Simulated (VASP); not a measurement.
Set up this calculation in VASP 6.6.1, as the native input.

- Task: single point
- Functional: PBEsol
- Potentials or basis: VASP PAW PBE potentials, release 64 (Sr_sv)
- Cutoff: 520 eV
- k mesh: 7 × 7 × 6
- Occupations: fermi-dirac, width 0.1 eV
- Spin: no spin polarisation
- Dipole correction: no
- Further INCAR settings: ALGO = Normal; EDIFF = 1e-06; NBANDS = 11

The structure of Sr lies in POSCAR:

```
Sr
1.0
    4.5071740000      0.0000000000      0.0000000000
   -2.2535870000      3.9033270000      0.0000000000
    0.0000000000      0.0000000000      4.6399810000
Sr
1
Direct
    0.0000000000      0.0000000000      0.0000000000
```

One way to write it, as run:

INCAR

```
SYSTEM = Sr
  PREC = Accurate
  ENCUT = 520
  EDIFF = 1E-6
  ISMEAR = -1
  SIGMA = 0.1
  LREAL = .False.
  LASPH = .True.
  NELM = 60
  ALGO = Normal
  ISIF = 2
  LWAVE = .False.
  LCHARG = .True.
  GGA = PS
  LELF = .True.
  LVHAR = .True.
  NBANDS = 11
```

KPOINTS

```
Automatic mesh
0
Gamma
  7 7 6
  0 0 0
```

Potentials or basis: VASP PAW PBE potentials, release 64 (Sr_sv).

The run is started by

```sh
$ cat potpaw_PBE.64/Sr_sv/POTCAR > POTCAR
$ mpirun -np 1 vasp_std > vasp.out
```

It gave:

```yaml
Pressure: -1.8 GPa
Band_gap_on_the_k_mesh: zero (band 5 reaches 0.77 eV, above the bottom of band 6 at -0.20 eV)
```

Caveat: the PAW data sets were made with another functional, which shifts forces and pressure a little.

It took 21 s on 1 thread of Intel(R) Xeon(R) Platinum 8488C (Sapphire Rapids), on a shared host, peak memory 0.2 GiB.
